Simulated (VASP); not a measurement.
# AlFe (Pm-3m) in VASP: a series of runs

Runs on AlFe. Level: LDA. Tasks: single point.

All numbers are computed with VASP 6.6.1; they aren't measurements. Logs are shortened: lines on timing, memory, paths and dates and some standing lists are left out, and cuts for length are marked.

## 1. The cell of the first run

Symmetry: Pm-3m, No. 221, cubic system. The conventional cell has a = 2.910 Å, b = 2.910 Å, c = 2.910 Å, α = 90.00°, β = 90.00°, γ = 90.00°. Within 3.3 Å of Al (site symmetry m-3m) lie 8 Fe at 2.52 Å and 6 Al at 2.91 Å. Fe (site symmetry m-3m) has 8 Al at 2.52 Å and 6 Fe at 2.91 Å within 3.3 Å.

## 2. Single point, LDA, collinear spin, ferromagnetic start

Contents of INCAR:

```
PREC     = Accurate       # precision mode
ENCUT    = 520            # plane-wave cutoff, eV
EDIFF    = 1E-7           # SCF threshold, eV
ISMEAR   = -1             # smearing method
SIGMA    = 0.1            # smearing width, eV
LREAL    = False          # projectors in reciprocal space
LASPH    = True           # aspherical terms in the spheres
NELM     = 150            # most SCF steps
ALGO     = Normal         # electronic algorithm
ISIF     = 2              # what is computed and relaxed
LWAVE    = False          # write WAVECAR
LCHARG   = False          # write CHGCAR
ISPIN    = 2              # spin polarisation
MAGMOM   = 0 3            # initial moments
LORBIT   = 11             # projections on sites
LMAXMIX  = 4              # l up to which the mixer works
GGA      = CA             # functional
NBANDS   = 16             # bands
```

Contents of KPOINTS:

```
regular mesh
0
Gamma
  12 12 12
```

Contents of POSCAR:

```
AlFe
1.0
    2.9100000000      0.0000000000      0.0000000000
    0.0000000000      2.9100000000      0.0000000000
    0.0000000000      0.0000000000      2.9100000000
Al Fe
1 1
Direct
    0.0000000000      0.0000000000      0.0000000000
    0.5000000000      0.5000000000      0.5000000000
```

Potentials or basis: VASP PAW LDA potentials, release 64 (Al, Fe).

The run is started by

```sh
> cat potpaw_LDA.64/Al/POTCAR potpaw_LDA.64/Fe/POTCAR > POTCAR
> mpirun -np 1 vasp_std > vasp.out
```

OUTCAR:

```text
PREC = Accurate
   ENCUT = 520
   EDIFF = 1E-7
   ISMEAR = -1
   LREAL = False
   LASPH = True
   NELM = 150
   ISIF = 2
   ISPIN = 2
   LORBIT = 11
   GGA = CA

 ion  position               nearest neighbor table
   1  0.000  0.000  0.000-   2 2.52   2 2.52   2 2.52   2 2.52   2 2.52   2 2.52   2 2.52   2 2.52

   2  0.500  0.500  0.500-   1 2.52   1 2.52   1 2.52   1 2.52   1 2.52   1 2.52   1 2.52   1 2.52

  LATTYP: Found a simple cubic cell.
 ALAT       =     2.9100000000

  Lattice vectors:

 A1 = (   2.9100000000,   0.0000000000,   0.0000000000)
 A2 = (   0.0000000000,   2.9100000000,   0.0000000000)
 A3 = (   0.0000000000,   0.0000000000,   2.9100000000)

Analysis of symmetry for initial positions (statically):
=====================================================================
 Subroutine PRICEL returns:
 Original cell was already a primitive cell.

 Routine SETGRP: Setting up the symmetry group for a
 simple cubic supercell.

 Subroutine GETGRP returns: Found 48 space group operations
 (whereof 48 operations were pure point group operations)
 out of a pool of 48 trial point group operations.

The static configuration has the point symmetry O_h .

Analysis of symmetry for dynamics (positions and initial velocities):
=====================================================================
 Subroutine PRICEL returns:
 Original cell was already a primitive cell.

 Routine SETGRP: Setting up the symmetry group for a
 simple cubic supercell.

 Subroutine GETGRP returns: Found 48 space group operations
 (whereof 48 operations were pure point group operations)
 out of a pool of 48 trial point group operations.

The dynamic configuration has the point symmetry O_h .

Analysis of structural, dynamic, and magnetic symmetry:
=====================================================================
 Subroutine PRICEL returns:
 Original cell was already a primitive cell.

 Routine SETGRP: Setting up the symmetry group for a
 simple cubic supercell.

 Subroutine GETGRP returns: Found 48 space group operations
 (whereof 48 operations were pure point group operations)
 out of a pool of 48 trial point group operations.

The overall configuration has the point symmetry O_h .

 Subroutine INISYM returns: Found 48 space group operations
[... 116 lines left out ...]
     AMIX     =   0.40;   BMIX     =  1.00
     AMIX_MAG =   1.60;   BMIX_MAG =  1.00
  volume/ion in A,a.u.               =      12.32        83.15
  Fermi-wavevector in a.u.,A,eV,Ry     =   1.251160  2.364349 21.298567  1.565401
  Thomas-Fermi vector in A             =   2.385120
   LORBIT       =     11    0 simple, 1 ext, 2 COOP (PROOUT), +10 PAW based schemes
   GGA     = CA    functional components
   LHFCALC =     F    Hartree Fock is set to
   AEXX    =    0.0000 exact exchange contribution
   IVDW    =     0    specifies the selected vdW correction
   LEPSILON=     F    determine dielectric tensor
   LRPA    =     F    only Hartree local field effects (RPA)
 spin polarized calculation
  energy-cutoff  :      520.00
  volume of cell :       24.64
 maximum number of plane-waves:       691
 NGX is ok and might be reduce to    24
   NGX = 11   NGY = 11   NGZ = 11

 number of electron      10.9999994 magnetization       0.6429991

 Free energy of the ion-electron system (eV)
  ---------------------------------------------------
  ext. energy  EPLUGINS =         0.00000000
  ---------------------------------------------------
  free energy    TOTEN  =       -14.23600996 eV

  energy without entropy =      -14.15618277  energy(sigma->0) =      -14.19609636

 E-fermi :   7.4225     XC(G=0): -12.1984

 val. band max:        7.4193310090   @ k =   0.2500   0.2500   0.0000
 cond. band min:       7.4266675518   @ k =   0.4167   0.4167   0.2500
 fundamental gap:      0.0073365428
 Fermi energy:         7.4224506949

 spin component 1

 k-point     1 :       0.0000    0.0000    0.0000
  band No.  band energies     occupation
      1      -2.7359      1.00000
      2       5.0171      1.00000
      3       5.0171      1.00000
      4       7.1495      0.93876
      5       7.1495      0.93876
      6       7.1495      0.93876
[... 435 lines left out ...]
      5       6.4521      0.99994
      6       6.6365      0.99961
[... 8 lines left out ...]
     15      26.3420      0.00000
     16      29.2875      0.00000

 [... further k-points ...]

 spin component 2

 k-point     1 :       0.0000    0.0000    0.0000
  band No.  band energies     occupation
      1      -2.6990      1.00000
      2       5.3806      1.00000
      3       5.3806      1.00000
      4       7.7884      0.02509
      5       7.7884      0.02509
      6       7.7884      0.02509
[... 435 lines left out ...]
      5       7.0322      0.98021
      6       7.2334      0.86877
[... 8 lines left out ...]
     15      26.3590      0.00000
     16      29.2786      0.00000

 [... further k-points ...]

------------------------ aborting loop because EDIFF is reached ----------------------------------------

  FORCE on cell =-STRESS in cart. coord.  units (eV):
  Direction    XX          YY          ZZ          XY          YZ          ZX
  --------------------------------------------------------------------------------------
  -------------------------------------------------------------------------------------
  Total       -2.4404263     -2.4404263     -2.4404263      0.0000000      0.0000000     -0.0000000
  in kB     -158.6709077   -158.6709077   -158.6709077      0.0000000      0.0000000     -0.0000000
  external PRESSURE =    -158.6709077 kB  Pullay stress =       0.0000000 kB

 VOLUME and BASIS-vectors are now :
 -----------------------------------------------------------------------------
  energy-cutoff  :      520.00
  volume of cell :       24.64
      direct lattice vectors                 reciprocal lattice vectors
     2.910000000  0.000000000  0.000000000     0.343642612  0.000000000  0.000000000
     0.000000000  2.910000000  0.000000000     0.000000000  0.343642612  0.000000000
     0.000000000  0.000000000  2.910000000     0.000000000  0.000000000  0.343642612

 POSITION                                       TOTAL-FORCE (eV/Angst)
 -----------------------------------------------------------------------------------
      0.00000      0.00000      0.00000         0.000000      0.000000      0.000000
      1.45500      1.45500      1.45500         0.000000      0.000000      0.000000
 -----------------------------------------------------------------------------------
    total drift:                                0.000000     -0.000000     -0.000000

  FREE ENERGIE OF THE ION-ELECTRON SYSTEM (eV)
  ---------------------------------------------------
  free  energy   TOTEN  =       -14.2360099611 eV

  energy  without entropy=      -14.1561827671  energy(sigma->0) =      -14.19609636

 total charge

# of ion       s       p       d       tot
------------------------------------------
    1        0.401   0.425   0.000   0.826
    2        0.420   0.469   6.483   7.372
--------------------------------------------------
tot          0.821   0.894   6.483   8.198

 magnetization (x)

# of ion       s       p       d       tot
------------------------------------------
    1       -0.006  -0.012   0.000  -0.018
    2       -0.001   0.005   0.663   0.666
--------------------------------------------------
tot         -0.007  -0.007   0.663   0.649
```

stdout:

```text
POSCAR found type information on POSCAR AlFe
 POSCAR found :  2 types and       2 ions
 scaLAPACK will be used
 LDA part: xc-table for (Slater(with rela. corr.)+CA(PZ))
 , standard interpolation
 POSCAR, INCAR and KPOINTS ok, starting setup
 FFT: planning ... GRIDC
 FFT: planning ... GRID_SOFT
 FFT: planning ... GRID
 WAVECAR not read
 entering main loop
```

Wall time 2.5 min (1 thread of AMD EPYC 7R13, shared host); peak memory 0.14 GiB.

Results:

- Free energy: -14.2360 eV
- Pressure: -15.9 GPa
- Net moment: 0.64 μB per cell
- Site moments: Al -0.02; Fe +0.67 μB
- Valence electrons inside the program's atomic spheres: Al 0.83; Fe 7.37

## 3. Single point, LDA, collinear spin, ferromagnetic start

Contents of INCAR:

```
PREC = Accurate ; ENCUT = 520
EDIFF = 1E-6 ; ISMEAR = -1
SIGMA = 0.1 ; LREAL = F
LASPH = T ; NELM = 150
ALGO = Normal ; ISIF = 2
LWAVE = F ; LCHARG = T
ISPIN = 2 ; MAGMOM = 0 0.7
LORBIT = 11 ; LMAXMIX = 4
LELF = T ; LVHAR = T
NBANDS = 16
```

Contents of KPOINTS:

```
Automatic mesh
0
Gamma
  12 12 12
```

POSCAR is that of step 2.

Potentials or basis: VASP PAW LDA potentials, release 64 (Al, Fe).

The run is started by

```sh
> cat potpaw_LDA.64/Al/POTCAR potpaw_LDA.64/Fe/POTCAR > POTCAR
> mpirun -np 1 vasp_std > vasp.out
```

Run time: 2.6 min. Hardware: 1 thread of AMD EPYC 7R13, shared host; peak memory 0.14 GiB.

It converged, with:

* Free energy: -14.2360 eV
* Pressure: -15.9 GPa
* Net moment: 0.64 μB per cell
* Site moments: Al -0.02; Fe +0.67 μB
* Valence electrons inside the program's atomic spheres: Al 0.83; Fe 7.37

Levels at points of the mesh, in eV from the Fermi level:
Spin up:
| k point | band 4 | band 5 | band 6 | band 7 | band 8 | band 9 |
| --- | --- | --- | --- | --- | --- | --- |
| (0.00, 0.00, 0.00) | -0.27 | -0.27 | -0.27 | 6.10 | 6.10 | 6.10 |
| (0.50, 0.00, 0.00) | -1.19 | -1.19 | -0.16 | 0.80 | 8.69 | 10.79 |
| (0.50, 0.50, 0.00) | -2.03 | -0.96 | -0.96 | 0.38 | 3.07 | 3.84 |
| (0.50, 0.50, 0.50) | 0.42 | 0.42 | 2.96 | 2.96 | 2.96 | 3.80 |
Spin down:
| k point | band 2 | band 3 | band 4 | band 5 | band 6 | band 7 | band 8 | band 9 |
| --- | --- | --- | --- | --- | --- | --- | --- | --- |
| (0.00, 0.00, 0.00) | -2.04 | -2.04 | 0.37 | 0.37 | 0.37 | 6.15 | 6.15 | 6.15 |
| (0.50, 0.00, 0.00) | -5.75 | -1.41 | -0.63 | -0.63 | 0.49 | 1.28 | 8.66 | 10.87 |
| (0.50, 0.50, 0.00) | -2.15 | -2.00 | -2.00 | -0.37 | -0.37 | 0.90 | 3.38 | 4.29 |
| (0.50, 0.50, 0.50) | -3.09 | -3.09 | 0.94 | 0.94 | 3.04 | 3.04 | 3.04 | 3.78 |

## 4. Single point, LDA, collinear spin, ferromagnetic start

Contents of INCAR:

```
SYSTEM = AlFe
PREC = Accurate
ENCUT = 520
EDIFF = 1E-7
ISMEAR = -1
SIGMA = 0.1
LREAL = .FALSE.
LASPH = .TRUE.
NELM = 150
ALGO = Normal
ISIF = 2
LWAVE = .FALSE.
LCHARG = .FALSE.
ISPIN = 2
MAGMOM = 0 0.7
LORBIT = 11
LMAXMIX = 4
GGA = CA
NBANDS = 16
```

Contents of KPOINTS:

```
Automatic mesh
0
G
  12 12 12
  0 0 0
```

POSCAR is that of step 3.

The run is started by

```sh
> cat potpaw_LDA.64/Al/POTCAR potpaw_LDA.64/Fe/POTCAR > POTCAR
> mpirun -np 1 vasp_std > vasp.out
```

Wall time 2.7 min (1 thread of AMD EPYC 7R13, shared host); peak memory 0.14 GiB.

It converged, with:

- Free energy: -14.2360 eV
- Pressure: -15.9 GPa
- Net moment: 0.64 μB per cell
- Site moments: Al -0.02; Fe +0.67 μB
- Valence electrons inside the program's atomic spheres: Al 0.83; Fe 7.37

Levels at points of the mesh, in eV from the Fermi level:
Spin up:
| k point | band 3 | band 4 | band 5 | band 6 | band 7 | band 8 | band 9 | band 10 |
| --- | --- | --- | --- | --- | --- | --- | --- | --- |
| (0.00, 0.00, 0.00) | -2.41 | -0.27 | -0.27 | -0.27 | 6.10 | 6.10 | 6.10 | 9.18 |
| (0.50, 0.00, 0.00) | -1.82 | -1.19 | -1.19 | -0.16 | 0.80 | 8.69 | 10.79 | 10.79 |
| (0.50, 0.50, 0.00) | -2.03 | -2.03 | -0.96 | -0.96 | 0.38 | 3.07 | 3.84 | 12.24 |
| (0.50, 0.50, 0.50) | -3.42 | 0.42 | 0.42 | 2.96 | 2.96 | 2.96 | 3.80 | 5.76 |
Spin down:
```tsv
k point	band 2	band 3	band 4	band 5	band 6	band 7	band 8	band 9
(0.00, 0.00, 0.00)	-2.04	-2.04	0.37	0.37	0.37	6.15	6.15	6.15
(0.50, 0.00, 0.00)	-5.75	-1.41	-0.63	-0.63	0.49	1.28	8.66	10.87
(0.50, 0.50, 0.00)	-2.15	-2.00	-2.00	-0.37	-0.37	0.90	3.38	4.29
(0.50, 0.50, 0.50)	-3.09	-3.09	0.94	0.94	3.04	3.04	3.04	3.78
```
